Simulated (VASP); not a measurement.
Runs of VASP 6.6.1 on Rh. The structure is that of space group P6_3/mmc (No. 194), or close to it. The cells are those of the table. 

```csv
cell,gap on the mesh (eV),pressure (GPa)
"a = 2.675, b = 2.675, c = 4.338 Å, angles 90.0, 90.0, 120.0°, 2 atoms",none,3.4
"a = 2.785, b = 2.785, c = 4.515 Å, angles 90.0, 90.0, 120.0°, 2 atoms",none,-23.5
"a = 2.767, b = 2.767, c = 4.487 Å, angles 90.0, 90.0, 120.0°, 2 atoms",none,-20.4
"a = 2.749, b = 2.749, c = 4.458 Å, angles 90.0, 90.0, 120.0°, 2 atoms",none,(a)
"a = 2.694, b = 2.694, c = 4.369 Å, angles 90.0, 90.0, 120.0°, 2 atoms",none,(b)
```

Alike in all rows: task single point; level PBEsol; potentials or basis VASP PAW PBE potentials, release 64 (Rh_pv); no spin polarisation; k mesh 12 × 12 × 7; cutoff (eV) 520; smearing fermi-dirac 0.15 eV.

Question: Estimate the missing entries.

Answer: (a) -16.8; (b) -2.7.

Caveats: the PAW data sets were made with another functional, which shifts forces and pressure a little.

A k mesh can miss the band edges, and the runs leave out spin-orbit coupling on Rh.

A gap of «none» marks levels without a gap at the run's occupations.
